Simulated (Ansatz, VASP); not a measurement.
**One calculation of LaScF, two programs**

```
La Sc F
1.0
     3.83469    0.00000    0.00000
     0.00000    3.83469    0.00000
     0.00000    0.00000    3.98162
La Sc F
1 1 1
Direct
  0.00000 0.00000 0.69979
  0.50000 0.50000 0.56972
  0.00000 0.00000 0.26023
```

Alike in both runs: task relaxation of cell and atoms; functional PBE; k mesh 4 × 4 × 4; occupations gaussian, width 0.1 eV; no spin polarisation.

|  | VASP | Ansatz |
| --- | --- | --- |
| version | VASP 6.6.1 | Ansatz 0.2.0 |
| potentials or method | VASP PAW PBE potentials, release 64 (La, Sc_sv, F_h), cutoff 910 eV | scalar-relativistic, plane waves, PAW |
| valence electrons in the cell | 29 | 29 |

```tsv
	VASP	Ansatz	Ansatz less VASP
gap on the k mesh at the Fermi level, each at its own relaxed structure (eV)	none	none	-
relaxed volume (Å³/atom)	19.71	20.87	+1.156
relaxed length of the cell vector where the two differ most in proportion (Å)	5.124	5.557	+0.4333
```

A gap of «none» marks a metal or a gap that the smearing closes. One of these differences is far larger than is usual between the two programs; its cause wasn't traced.

The k mesh is coarse, so the values compare programs but aren't converged. Spin-orbit coupling is off throughout. Noted on VASP's run: the cutoff is under 1.25 times that of the potentials, so the pressure is a little rough.
